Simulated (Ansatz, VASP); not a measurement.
# One calculation of Mo2WSe4S2, two programs

```xyz
9
Lattice="3.2743 0.0000 0.0000 -1.6371 2.8356 0.0000 0.0000 0.0000 30.2193" Properties=species:S:1:pos:R:3 pbc="T T T"
W     0.0000    0.0000   12.7428
Mo    0.0000    1.8904   19.7331
Mo    0.0000    0.0000   26.7249
Se    0.0000    0.0000   21.4247
Se    0.0000    1.8904   25.0331
Se    0.0000    1.8904   28.4165
Se    0.0000    0.0000   18.0425
S     0.0000    1.8904   11.1986
S     0.0000    1.8904   14.2873
```

Alike in both runs: functional LDA; k mesh 9 × 9 × 1; occupations fermi-dirac, width 0.05 eV; no spin polarisation.

```csv
,VASP,Ansatz
version,VASP 6.6.1,Ansatz 0.2.0
potentials or method,"VASP PAW LDA potentials, release 64 (W_sv, Mo_sv, Se, S), cutoff 520 eV","all-electron LAPW, scalar-relativistic"
task,single point,band structure
```

Ansatz gave:

| Item | Value |
| --- | --- |
| gap on the k mesh at the Fermi level (eV) | 0.89 |
| least direct gap on the mesh (eV) | 0.89 |
| rms of the force components (eV/Å) | 0.316 |

Problem. Estimate VASP's values.

Solution. gap on the k mesh at the Fermi level (eV): 0.93; least direct gap on the mesh (eV): 0.93; rms of the force components (eV/Å): 0.289.

LDA's correlation is that of Perdew and Zunger in VASP and of Perdew and Wang (1992) in Ansatz. Atom by atom the forces differ by 0.027 eV/Å (rms over components). Ansatz ran all-electron here, and VASP with PAW potentials.

Neither program's run includes spin-orbit coupling.
